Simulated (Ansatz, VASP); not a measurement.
# FeCo in VASP and in Ansatz

```
CELL_PARAMETERS angstrom
2.84488 0.00000 0.00000
0.00000 2.84488 0.00000
0.00000 0.00000 2.84488
ATOMIC_POSITIONS crystal
Fe 0.50000 0.50000 0.50000
Co 0.00000 0.00000 0.00000
```

Alike in both runs: functional PBE; k mesh 14 × 14 × 14; occupations gaussian, width 0.1 eV; collinear spin.

Ansatz relaxed the structure, and its values are those at the end. VASP's run is a single point on that final structure, the one shown.

|  | VASP | Ansatz |
| --- | --- | --- |
| version | VASP 6.6.1 | Ansatz 0.2.0 |
| potentials or method | VASP PAW PBE potentials, release 64 (Fe, Co), cutoff 600 eV | scalar-relativistic, plane waves, PAW |
| valence electrons in the cell | 17 | 33 |

Ansatz gave:

```
gap on the k mesh at the Fermi level (eV)                     : none
pressure (GPa)                                                : 0.0
net moment per atom (μB)                                      : 2.27
size of the moment on the site where the two differ most (μB) : 1.83
```

Question: Estimate VASP's values.

Answer: gap on the k mesh at the Fermi level (eV): none; pressure (GPa): -0.4; net moment per atom (μB): 2.26; size of the moment on the site where the two differ most (μB): 1.76.

Site moments also hang on the region over which each program counts them. A gap of «none» marks a metal or a gap that the smearing closes. The functional is the same, so the differences come from potentials, cutoffs and numerics. VASP's potentials hold 17 valence electrons a cell and Ansatz's 33, so a difference there can come from the potentials and not from the codes.
